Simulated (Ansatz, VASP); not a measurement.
TiCo in VASP and in Ansatz

```
CELL_PARAMETERS angstrom
2.93549 0.00000 0.00000
0.00000 2.93549 0.00000
0.00000 0.00000 2.93549
ATOMIC_POSITIONS crystal
Ti 0.00000 0.00000 0.00000
Co 0.50000 0.50000 0.50000
```

Alike in both runs: task single point; functional PBE; k mesh 13 × 13 × 13; occupations fermi-dirac, width 0.03 eV; no spin polarisation; Hubbard terms Ti d U = 1.0 eV.

|  | VASP | Ansatz |
| --- | --- | --- |
| version | VASP 6.6.1 | Ansatz 0.2.0 |
| potentials or method | VASP PAW PBE potentials, release 64 (Ti_sv, Co) | PAW with Ansatz's default frozen-core files, scalar-relativistic |
| plane-wave cutoff (eV) | 520 | 420 |
| valence electrons in the cell | 21 | 29 |

|  | VASP | Ansatz | Ansatz less VASP |
| --- | --- | --- | --- |
| gap on the k mesh at the Fermi level (eV) | none | none | - |
| pressure (GPa) | 8.6 | 8.2 | -0.35 |

The programs project onto different local orbitals, so the same U acts differently, and such runs can settle in different states. A gap of «none» marks a metal or a gap that the smearing closes. VASP's potentials hold 21 valence electrons a cell and Ansatz's 29, so a difference there can come from the potentials and not from the codes. Ansatz's warnings: filled band counts differ across k points, stress scf threshold loose.
